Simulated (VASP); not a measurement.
The system is B3As2.

```
B As
1.0
     3.18603    0.00000    0.00000
    -1.59302    2.75919    0.00000
     0.00000    0.00000    6.76664
B As
3 2
Cartesian
  0.0000 0.0000 0.0000
  0.0000 1.8395 3.3029
  1.5930 0.9197 3.4637
  0.0000 1.8395 1.2410
  1.5930 0.9197 5.5256
```

Base run:

| Property | Result |
| --- | --- |
| Program | VASP 6.6.1 |
| Functional | PBE |
| Potentials or basis | VASP PAW PBE potentials, release 64 (B, As_d) |
| Cutoff | 600 eV |
| k mesh | 12 × 12 × 6 |
| Occupations | gaussian, width 0.1 eV |
| Spin | no spin polarisation |

Its results: pressure 0.0 GPa; largest force 0.013 eV/Å.

Question: The run is repeated on the same cell with these changes: potentials or basis from VASP PAW PBE potentials, release 64 (B, As_d) to VASP PAW PBE potentials, release 64 (B, As); cutoff from 600 eV to 520 eV; further incar settings from ALGO = Normal; EDIFF = 1e-06; NBANDS = 28 to ALGO = Normal; EDIFF = 1e-06; NBANDS = 18; valence electrons from 39 to 19. What comes out?

Answer: Pressure 0.4 GPa; largest force 0.035 eV/Å.
